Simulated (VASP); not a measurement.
# Y (P6_3/mmc) in VASP: a series of runs

Runs on Y. Level: r2SCAN. Tasks: single point, relaxation of cell and atoms.

All numbers are computed with VASP 6.6.1; they aren't measurements. Logs are shortened: lines on timing, memory, paths and dates and some standing lists are left out, and cuts for length are marked.

## 1. The cell of the first run

It takes space group P6_3/mmc (No. 194, hexagonal). Conventional cell: a = 3.693 Å, b = 3.693 Å, c = 5.747 Å, α = 90.00°, β = 90.00°, γ = 120.00°. Y (site symmetry -6m2) has 12 Y at 3.58 to 3.69 Å within 4.7 Å.

## 2. Single point, r2SCAN

POSCAR

```
Y
1.0
    3.6926688715      0.0000000000      0.0000000000
   -1.8463344358      3.1979450505      0.0000000000
    0.0000000000      0.0000000000      5.7467909280
Y
2
Direct
    0.3333333333      0.6666666667      0.2500000000
    0.6666666667      0.3333333333      0.7500000000
```

INCAR.step1

```
PREC = Accurate
ENCUT = 520
ISMEAR = -1
SIGMA = 0.1
LREAL = False
LASPH = True
NELM = 100
NBANDS = 18
GGA = PE
ALGO = Normal
EDIFF = 1E-4
LWAVE = True
LCHARG = False
```

INCAR.step2

```
PREC = Accurate
ENCUT = 520
EDIFF = 1E-6
ISMEAR = -1
SIGMA = 0.1
LREAL = False
LASPH = True
NELM = 100
ALGO = Normal
ISIF = 2
LWAVE = False
LCHARG = False
METAGGA = R2SCAN
LMIXTAU = True
NBANDS = 18
ISTART = 1
```

KPOINTS

```
Automatic mesh
0
Gamma
  8 8 5
```

Potentials or basis: VASP PAW PBE potentials, release 64 (Y_sv).

The run is started by

```
cat potpaw_PBE.64/Y_sv/POTCAR > POTCAR
cp INCAR.step1 INCAR
mpirun -np 1 vasp_std > vasp.out
cp INCAR.step2 INCAR
mpirun -np 1 vasp_std > vasp.out
```

OUTCAR:

```text
PREC = Accurate
   ENCUT = 520
   EDIFF = 1E-6
   ISMEAR = -1
   LREAL = False
   LASPH = True
   NELM = 100
   ISIF = 2
   METAGGA = R2SCAN
   ISTART = 1

 ion  position               nearest neighbor table
   1  0.333  0.667  0.250-   2 3.58   2 3.58   2 3.58   2 3.58   2 3.58   2 3.58
   2  0.667  0.333  0.750-   1 3.58   1 3.58   1 3.58   1 3.58   1 3.58   1 3.58

  LATTYP: Found a hexagonal cell.
 ALAT       =     3.6926688715
 C/A-ratio  =     1.5562703096

  Lattice vectors:

 A1 = (   3.6926688715,   0.0000000000,   0.0000000000)
 A2 = (  -1.8463344358,   3.1979450505,   0.0000000000)
 A3 = (   0.0000000000,   0.0000000000,   5.7467909280)

Analysis of symmetry for initial positions (statically):
=====================================================================
 Subroutine PRICEL returns:
 Original cell was already a primitive cell.

 Routine SETGRP: Setting up the symmetry group for a
 hexagonal supercell.

 Subroutine GETGRP returns: Found 24 space group operations
 (whereof 12 operations were pure point group operations)
 out of a pool of 24 trial point group operations.

The static configuration has the point symmetry D_3d.
 The point group associated with its full space group is D_6h.

Analysis of symmetry for dynamics (positions and initial velocities):
=====================================================================
 Subroutine PRICEL returns:
 Original cell was already a primitive cell.

 Routine SETGRP: Setting up the symmetry group for a
 hexagonal supercell.

 Subroutine GETGRP returns: Found 24 space group operations
 (whereof 12 operations were pure point group operations)
 out of a pool of 24 trial point group operations.

The dynamic configuration has the point symmetry D_3d.
 The point group associated with its full space group is D_6h.

 Subroutine INISYM returns: Found 24 space group operations
 (whereof 12 operations are pure point group operations),
 and found     1 'primitive' translations

----------------------------------------------------------------------------------------

                                     Primitive cell

  volume of cell :      67.8636

  direct lattice vectors                    reciprocal lattice vectors
     3.692668872  0.000000000  0.000000000     0.270806843  0.156350404  0.000000000
    -1.846334436  3.197945050  0.000000000     0.000000000  0.312700808  0.000000000
     0.000000000  0.000000000  5.746790928     0.000000000  0.000000000  0.174010158
[... 76 lines left out ...]
   ISTART =      1    job   : 0-new  1-cont  2-samecut
   ICHARG =      0    charge: 1-file 2-atom 10-const
   ISPIN  =      1    spin polarized calculation?
   LNONCOLLINEAR =      F non collinear calculations
   LSORBIT =      F    spin-orbit coupling
   LASPH  =      T    aspherical Exc in radial PAW
   ENCUT  =  520.0 eV  38.22 Ry    6.18 a.u.   6.87  6.87 10.69*2*pi/ulx,y,z
   NELM   =    100;   NELMIN=  2; NELMDL=  0     # of ELM steps
   EDIFF  = 0.1E-05   stopping-criterion for ELM
   LREAL  =      F    real-space projection
   EDIFFG = 0.1E-04   stopping-criterion for IOM
   NSW    =      0    number of steps for IOM
   IBRION =     -1    ionic relax: 0-MD 1-quasi-New 2-CG
   NFREE  =      0    steps in history (QN), initial steepest desc. (CG)
   ISIF   =      2    stress and relaxation
   ISYM   =      2    0-nonsym 1-usesym 2-fastsym
   POTIM  = 0.5000    time-step for ionic-motion
   TEBEG  =    0.0;   TEEND  =   0.0 temperature during run
   PSTRESS=    0.0 pullay stress
   NELECT =      22.0000    total number of electrons
   NUPDOWN=      -1.0000    fix difference up-down
   EMIN   =  10.00;   EMAX   =-10.00  energy-range for DOS
   EFERMI =   0.00;   METHOD = LEGACY
   ISMEAR =    -1;   SIGMA  =   0.10  broadening in eV -4-tet -1-fermi 0-gaus
   EFERMI_NEDOS =   21; number of points for ismear=-14 and -15
   IALGO  =     38    algorithm
   IMIX   =      4    mixing-type and parameters
     AMIX     =   0.40;   BMIX     =  1.00
     AMIX_MAG =   1.60;   BMIX_MAG =  1.00
  volume/ion in A,a.u.               =      33.93       228.98
  Fermi-wavevector in a.u.,A,eV,Ry     =   1.124614  2.125212 17.208058  1.264757
  Thomas-Fermi vector in A             =   2.261287
   LORBIT       =      0    0 simple, 1 ext, 2 COOP (PROOUT), +10 PAW based schemes
   METAGGA = R2SCAN    functional components
   LHFCALC =     F    Hartree Fock is set to
   AEXX    =    0.0000 exact exchange contribution
   IVDW    =     0    specifies the selected vdW correction
   LEPSILON=     F    determine dielectric tensor
   LRPA    =     F    only Hartree local field effects (RPA)
 non-spin polarized calculation
  energy-cutoff  :      520.00
  volume of cell :       67.86
 maximum number of plane-waves:      1840
 NGX is ok and might be reduce to    28
   NGX = 13   NGY = 13   NGZ = 21

 number of electron      22.0000000 magnetization

 Free energy of the ion-electron system (eV)
  ---------------------------------------------------
  ext. energy  EPLUGINS =         0.00000000
  ---------------------------------------------------
  free energy    TOTEN  =       -40.59875606 eV

  energy without entropy =      -40.47499939  energy(sigma->0) =      -40.53687773

 E-fermi :   2.8721     XC(G=0):  -9.9347

 val. band max:        2.8685637243   @ k =   0.2500   0.1250   0.0000
 cond. band min:       2.8820399303   @ k =   0.3750   0.2500   0.4000
 fundamental gap:      0.0134762060
 Fermi energy:         2.8720649857

 k-point     1 :       0.0000    0.0000    0.0000
  band No.  band energies     occupation
      1     -41.3854      2.00000
      2     -41.3140      2.00000
      3     -20.9961      2.00000
      4     -20.5350      2.00000
      5     -20.5350      2.00000
      6     -20.4491      2.00000
[... 481 lines left out ...]
      5     -20.6022      2.00000
      6     -20.5815      2.00000
[... 10 lines left out ...]
     17       7.5994      0.00000
     18       7.7202      0.00000

 [... further k-points ...]
[... 5 lines left out ...]
  --------------------------------------------------------------------------------------
  -------------------------------------------------------------------------------------
  Total       -0.1815808     -0.1815808     -0.1606171      0.0000000      0.0000000     -0.0000000
  in kB       -4.2869035     -4.2869035     -3.7919772      0.0000000      0.0000000     -0.0000000
  external PRESSURE =      -4.1219281 kB  Pullay stress =       0.0000000 kB

 VOLUME and BASIS-vectors are now :
 -----------------------------------------------------------------------------
  energy-cutoff  :      520.00
  volume of cell :       67.86
      direct lattice vectors                 reciprocal lattice vectors
     3.692668872  0.000000000  0.000000000     0.270806843  0.156350404  0.000000000
    -1.846334436  3.197945050  0.000000000     0.000000000  0.312700808  0.000000000
     0.000000000  0.000000000  5.746790928     0.000000000  0.000000000  0.174010158

 POSITION                                       TOTAL-FORCE (eV/Angst)
 -----------------------------------------------------------------------------------
     -0.00000      2.13196      1.43670         0.000000      0.000000      0.000000
      1.84633      1.06598      4.31009        -0.000000     -0.000000      0.000000
 -----------------------------------------------------------------------------------
    total drift:                               -0.000000      0.000000     -0.000000

  FREE ENERGIE OF THE ION-ELECTRON SYSTEM (eV)
  ---------------------------------------------------
  free  energy   TOTEN  =       -40.5987560616 eV

  energy  without entropy=      -40.4749993912  energy(sigma->0) =      -40.53687773
```

OUTCAR.step1:

```text
PREC = Accurate
   ENCUT = 520
   ISMEAR = -1
   LREAL = False
   LASPH = True
[... 728 lines left out ...]
     -0.00000      2.13196      1.43670        -0.000000      0.000000      0.000000
      1.84633      1.06598      4.31009         0.000000     -0.000000      0.000000
 -----------------------------------------------------------------------------------
    total drift:                               -0.000000      0.000000     -0.000000

  FREE ENERGIE OF THE ION-ELECTRON SYSTEM (eV)
  ---------------------------------------------------
  free  energy   TOTEN  =       -12.9180384313 eV

  energy  without entropy=      -12.7878702422  energy(sigma->0) =      -12.85295434
```

OSZICAR.step1:

```text
N       E                     dE             d eps       ncg     rms          rms(c)
DAV:   1     0.880068005085E+02    0.88007E+02   -0.11221E+04  1088   0.115E+03
DAV:   2    -0.587266740898E+01   -0.93879E+02   -0.92336E+02  1326   0.259E+02
DAV:   3    -0.131531388287E+02   -0.72805E+01   -0.71948E+01  1902   0.421E+01
DAV:   4    -0.133365112501E+02   -0.18337E+00   -0.18325E+00  1402   0.726E+00
DAV:   5    -0.133410591203E+02   -0.45479E-02   -0.45474E-02  1568   0.881E-01    0.323E+01
DAV:   6    -0.129925904615E+02    0.34847E+00   -0.44522E-01  1198   0.400E+00    0.200E+01
DAV:   7    -0.129295609446E+02    0.63030E-01   -0.86748E-01  1398   0.517E+00    0.180E+00
DAV:   8    -0.129191538818E+02    0.10407E-01   -0.17181E-01  1338   0.229E+00    0.139E+00
DAV:   9    -0.129179661795E+02    0.11877E-02   -0.37942E-03  1498   0.377E-01    0.378E-01
DAV:  10    -0.129181443319E+02   -0.17815E-03   -0.20887E-03  1174   0.401E-01    0.424E-01
DAV:  11    -0.129180441661E+02    0.10017E-03   -0.17849E-04  1004   0.119E-01    0.504E-02
DAV:  12    -0.129180384313E+02    0.57348E-05   -0.39151E-05   634   0.592E-02
   1 F= -.12918038E+02 E0= -.12852954E+02  d E =-.130168E+00
```

Wall time 4.9 min (1 thread of Intel Xeon 8259CL, shared host); peak memory 0.22 GiB.

What came out:

* Free energy: -40.5988 eV
* Pressure: -0.4 GPa
* Band gap on the k mesh: zero (bands 11 and 12 overlap by 1.35 eV)

Caveat: the PAW data sets were made with another functional, which shifts forces and pressure a little.

## 3. Relaxation of cell and atoms, r2SCAN

This run uses another cell than the first one, of 32.99 Å³/atom.

POSCAR

```
Y
1.0
    3.6000000000      0.0000000000      0.0000000000
   -1.8000000000      3.1176914536      0.0000000000
    0.0000000000      0.0000000000      5.8788000000
Y
2
Direct
    0.3333333333      0.6666666667      0.2500000000
    0.6666666667      0.3333333333      0.7500000000
```

INCAR.step1

```
ALGO = Normal ; EDIFF = 1E-4
ENCUT = 600 ; GGA = PE
ISMEAR = -1 ; LASPH = T
LCHARG = F ; LREAL = F
LWAVE = T ; NELM = 80
PREC = Accurate ; SIGMA = 0.1
```

INCAR.step2

```
ALGO = Normal ; EDIFF = 1E-6
EDIFFG = -0.01 ; ENCUT = 600
IBRION = 2 ; ISIF = 3
ISMEAR = -1 ; ISTART = 1
LASPH = T ; LCHARG = F
LMIXTAU = T ; LREAL = F
LWAVE = F ; METAGGA = R2SCAN
NELM = 80 ; NSW = 80
PREC = Accurate ; SIGMA = 0.1
```

KPOINTS

```
k-points
0
Gamma
  8 8 4
```

Potentials or basis: VASP PAW PBE potentials, release 64 (Y_sv).

The run is started by

```
cat potpaw_PBE.64/Y_sv/POTCAR > POTCAR
cp INCAR.step1 INCAR
mpirun -np 1 vasp_std > vasp.out
cp INCAR.step2 INCAR
mpirun -np 1 vasp_std > vasp.out
```

It took 18 min on 1 thread of Intel Xeon 8259CL, shared host; peak memory 0.25 GiB.

Results (log left out):

```yaml
Free_energy: -40.6074 eV
Relaxed_volume: 33.59 Å³/atom
Relaxed_cell: a = 3.685 Å, b = 3.685 Å, c = 5.712 Å, α = 90.00°, β = 90.00°, γ = 120.00°
Space_group_after_relaxing_to_0.1_Å: P6_3/mmc (No. 194)
Energy_gained_by_relaxing: 12.3 meV/atom
Ionic_steps: 5
Pressure_after_relaxing: 0.0 GPa
Band_gap_on_the_k_mesh: zero (bands 11 and 12 overlap by 1.65 eV)
```

The path:
```
step  energy change (eV)  largest force (eV/Å)  pressure (GPa)  volume (Å³)
   1              0.0000                0.0000            0.87        65.98
   2             -0.0203                0.0000           -0.25        67.68
   3             -0.0214                0.0000           -0.56        68.17
   4             -0.0245                0.0000           -0.05        67.24
   5             -0.0245                0.0000           -0.01        67.17
```

Final structure:
```
Y
1.0
     3.68508    0.00000    0.00000
    -1.84254    3.19137    0.00000
     0.00000    0.00000    5.71191
Y
2
Direct
  0.33333 0.66667 0.25000
  0.66667 0.33333 0.75000
```

Levels at points of the mesh, in eV from the Fermi level:
| k point | band 8 | band 9 | band 10 | band 11 | band 12 | band 13 |
| --- | --- | --- | --- | --- | --- | --- |
| (0.00, 0.00, 0.00) | -23.26 | -4.88 | -1.83 | 0.76 | 1.95 | 1.95 |
| (0.50, 0.00, 0.00) | -23.34 | -1.71 | -1.17 | -0.77 | -0.28 | 1.53 |
| (0.00, 0.00, 0.50) | -23.34 | -3.38 | -3.38 | 1.11 | 1.11 | 1.87 |
| (0.50, 0.00, 0.50) | -23.40 | -1.64 | -1.64 | 0.11 | 0.11 | 1.36 |

Caveat: the PAW data sets were made with another functional, which shifts forces and pressure a little.

## 4. Relaxation of cell and atoms, r2SCAN

This run uses another cell than the first one, of 33.55 Å³/atom.

POSCAR

```
Y
1.0
    3.6841320810      0.0000000000      0.0000000000
   -1.8420660405      3.1905519730      0.0000000000
    0.0000000000      0.0000000000      5.7079697392
Y
2
Direct
    0.3333333333      0.6666666667      0.2500000000
    0.6666666667      0.3333333333      0.7500000000
```

INCAR.step1

```
PREC     = Accurate       # precision mode
ENCUT    = 600            # plane-wave cutoff, eV
ISMEAR   = -1             # smearing method
SIGMA    = 0.1            # smearing width, eV
LREAL    = F              # projectors in reciprocal space
LASPH    = T              # aspherical terms in the spheres
NELM     = 100            # most SCF steps
GGA      = PE             # functional
ALGO     = Normal         # electronic algorithm
EDIFF    = 1E-4           # SCF threshold, eV
LWAVE    = T              # write WAVECAR
LCHARG   = F              # write CHGCAR
```

INCAR.step2

```
PREC     = Accurate       # precision mode
ENCUT    = 600            # plane-wave cutoff, eV
EDIFF    = 1E-6           # SCF threshold, eV
ISMEAR   = -1             # smearing method
SIGMA    = 0.1            # smearing width, eV
LREAL    = F              # projectors in reciprocal space
LASPH    = T              # aspherical terms in the spheres
NELM     = 100            # most SCF steps
ALGO     = Normal         # electronic algorithm
ISIF     = 3              # what is computed and relaxed
LWAVE    = F              # write WAVECAR
LCHARG   = F              # write CHGCAR
METAGGA  = R2SCAN         # meta-GGA
LMIXTAU  = T            
IBRION   = 2              # ionic algorithm
NSW      = 80             # ionic steps
EDIFFG   = -0.01          # ionic threshold
ISTART   = 1
```

KPOINTS

```
Automatic mesh
0
Gamma
  8 8 5
```

The run is started by

```
cat potpaw_PBE.64/Y_sv/POTCAR > POTCAR
cp INCAR.step1 INCAR
mpirun -np 1 vasp_std > vasp.out
cp INCAR.step2 INCAR
mpirun -np 1 vasp_std > vasp.out
```

Wall time 19 min (1 thread of Intel Xeon 8259CL, shared host); peak memory 0.25 GiB.

It converged, with:

```
Free energy                           : -40.6001 eV
Relaxed volume                        : 33.65 Å³/atom
Relaxed cell                          : a = 3.682 Å, b = 3.682 Å, c = 5.732 Å, α = 90.00°, β = 90.00°, γ = 120.00°
Space group after relaxing (to 0.1 Å) : P6_3/mmc (No. 194)
Energy gained by relaxing             : 0.1 meV/atom
Ionic steps                           : 5
Pressure after relaxing               : 0.0 GPa
Band gap on the k mesh                : zero (bands 11 and 12 overlap by 1.35 eV)
```

The path:
```csv
step,energy change (eV),largest force (eV/Å),pressure (GPa),volume (Å³)
1,0.0000,0.0000,0.11,67.09
2,-0.0002,0.0000,-0.02,67.33
3,-0.0002,0.0000,-0.05,67.38
4,-0.0002,0.0000,-0.05,67.37
5,-0.0002,0.0000,0.00,67.31
```

Final structure:
```
Y
1.0
     3.68230    0.00000    0.00000
    -1.84115    3.18897    0.00000
     0.00000    0.00000    5.73168
Y
2
Direct
  0.33333 0.66667 0.25000
  0.66667 0.33333 0.75000
```

Levels at points of the mesh, in eV from the Fermi level:
| k point | band 8 | band 9 | band 10 | band 11 | band 12 | band 13 | band 14 | band 15 |
| --- | --- | --- | --- | --- | --- | --- | --- | --- |
| (0.00, 0.00, 0.00) | -23.27 | -4.87 | -1.83 | 0.73 | 1.96 | 1.96 | 2.36 | 2.62 |
| (0.50, 0.00, 0.00) | -23.35 | -1.71 | -1.16 | -0.78 | -0.27 | 1.51 | 1.67 | 2.26 |

Caveat: the PAW data sets were made with another functional, which shifts forces and pressure a little.

## 5. Summary

| task | cell | k mesh | cutoff (eV) | gap on the mesh (eV) | pressure (GPa) | relaxed volume (Å³/atom) |
| --- | --- | --- | --- | --- | --- | --- |
| single point | a = 3.693, b = 3.693, c = 5.747 Å, angles 90.0, 90.0, 120.0°, 2 atoms | 8 × 8 × 5 | 520 | none | -0.4 | - |
| relaxation of cell and atoms | relaxed from a = 3.600, b = 3.600, c = 5.879 Å, angles 90.0, 90.0, 120.0°, 2 atoms | 8 × 8 × 4 | 600 | none | 0.0 | 33.59 |
| relaxation of cell and atoms | relaxed from a = 3.684, b = 3.684, c = 5.708 Å, angles 90.0, 90.0, 120.0°, 2 atoms | 8 × 8 × 5 | 600 | none | 0.0 | 33.65 |

Alike in all rows: level r2SCAN; potentials or basis VASP PAW PBE potentials, release 64 (Y_sv); no spin polarisation; smearing fermi-dirac 0.1 eV.

Caveats: the PAW data sets were made with another functional, which shifts forces and pressure a little.

Absolute energies hang on the potentials; compare differences alone.

The gap in the log of VASP goes by the Fermi energy; the results here count the filled bands.